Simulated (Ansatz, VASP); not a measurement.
# Cu: VASP beside Ansatz

The input INCAR:

```
SYSTEM = Cu
ALGO = Normal ; EDIFF = 1E-6
ENCUT = 600 ; GGA = PE
GGA_COMPAT = .False. ; ISIF = 2
ISMEAR = 0 ; LASPH = .True.
LCHARG = .False. ; LREAL = .False.
LWAVE = .False. ; NBANDS = 18
NELM = 120 ; PREC = Accurate
SIGMA = 0.1
```

File KPOINTS:

```
k-points
0
Gamma
  6 6 4
  0 0 0
```

File POSCAR:

```
Cu
1.0
    2.5340966698      0.0000000000      0.0000000000
   -1.2670483349      2.1945920917      0.0000000000
    0.0000000000      0.0000000000      4.1125710000
Cu
2
Direct
    0.4563333333      0.7016666667      0.5900000000
    0.7896666667      0.3683333333      1.0900000000
```

Input for Ansatz:

```yaml
crystal:
  lattice:
    - [2.5340966698, 0.0, 0.0]
    - [-1.2670483349, 2.1945920917, 0.0]
    - [0.0, 0.0, 4.112571]
  atoms:
    - { symbol: Cu, position: [0.4563333333, 0.7016666667, 0.59] }
    - { symbol: Cu, position: [0.7896666667, 0.3683333333, 1.09] }
  symmetry: { detect: true }
basis:
  ecutwfc: 420
kpoints:
  mp_grid: { grid: [6, 6, 4] }
hamiltonian:
  xc: pbe
scf:
  occupations: { method: gaussian, width: 0.1 }
output:
  forces: true
  stress: true
  eigenvalues: true
```

Alike in both runs: task single point; functional PBE; k mesh 6 × 6 × 4; occupations gaussian, width 0.1 eV; no spin polarisation.

```csv
,VASP,Ansatz
version,VASP 6.6.1,Ansatz 0.2.0
potentials or method,"VASP PAW PBE potentials, release 64 (Cu), cutoff 600 eV","scalar-relativistic, plane waves, PAW"
valence electrons in the cell,22,38
```

|  | VASP | Ansatz | Ansatz less VASP |
| --- | --- | --- | --- |
| gap on the k mesh at the Fermi level (eV) | none | none | - |
| pressure (GPa) | 8.2 | 7.6 | -0.59 |
| traceless stress, the component that is largest in VASP (GPa) | -1.21 | -1.17 | +0.043 |

A gap of «none» marks a metal or a gap that the smearing closes. VASP's potentials hold 22 valence electrons a cell and Ansatz's 38, so a difference there can come from the potentials and not from the codes.

The k mesh is coarse, so the values compare programs but aren't converged.
